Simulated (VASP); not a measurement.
Set up this calculation in VASP 6.6.1, as the native input.

| Property | Result |
| --- | --- |
| Task | single point |
| Functional | PBE |
| Dispersion | D4 |
| Potentials or basis | VASP PAW PBE potentials, release 64 (Ga_d, N) |
| Cutoff | 520 eV |
| k mesh | 12 × 12 × 1 |
| Occupations | gaussian, width 0.03 eV |
| Spin | no spin polarisation |
| Dipole correction | yes |
| Further INCAR settings | ALGO = Normal; EDIFF = 1e-06; NBANDS = 16; NELMDL = -8 |

The structure of GaN lies in POSCAR:

```
GaN
1.0
    3.2010156438      0.0000000000      0.0000000000
   -1.6005078219      2.7721608655      0.0000000000
    0.0000000000      0.0000000000     23.8000000000
Ga N
1 1
Direct
    0.3333333333      0.6666666667      0.2941176471
    0.6666666667      0.3333333333      0.2941176471
```

One way to write it, as run:

INCAR

```
SYSTEM = GaN
ALGO = Normal
DIPOL = 0.5 0.5 0.294
EDIFF = 1E-6
ENCUT = 520
GGA = PE
GGA_COMPAT = .False.
IDIPOL = 3
ISIF = 2
ISMEAR = 0
IVDW = 13
LASPH = .True.
LCHARG = .False.
LDIPOL = .True.
LREAL = .False.
LWAVE = .False.
NBANDS = 16
NELM = 120
NELMDL = -8
PREC = Accurate
SIGMA = 0.03
```

KPOINTS

```
k-points
0
Gamma
  12 12 1
  0 0 0
```

Potentials or basis: VASP PAW PBE potentials, release 64 (Ga_d, N).

The run is started by

```bash
$ cat potpaw_PBE.64/Ga_d/POTCAR potpaw_PBE.64/N/POTCAR > POTCAR
$ mpirun -np 1 vasp_std > vasp.out
```

It gave:

| Item | Value |
| --- | --- |
| Band gap on the k mesh | 2.22 eV (least direct gap 2.50 eV) |
| Dispersion energy per atom | -0.160 eV |

Wall time 3 min on 1 thread of AMD EPYC 7R43 64-Core Processor (Zen 3), with other jobs on the host, peak memory 0.28 GiB.
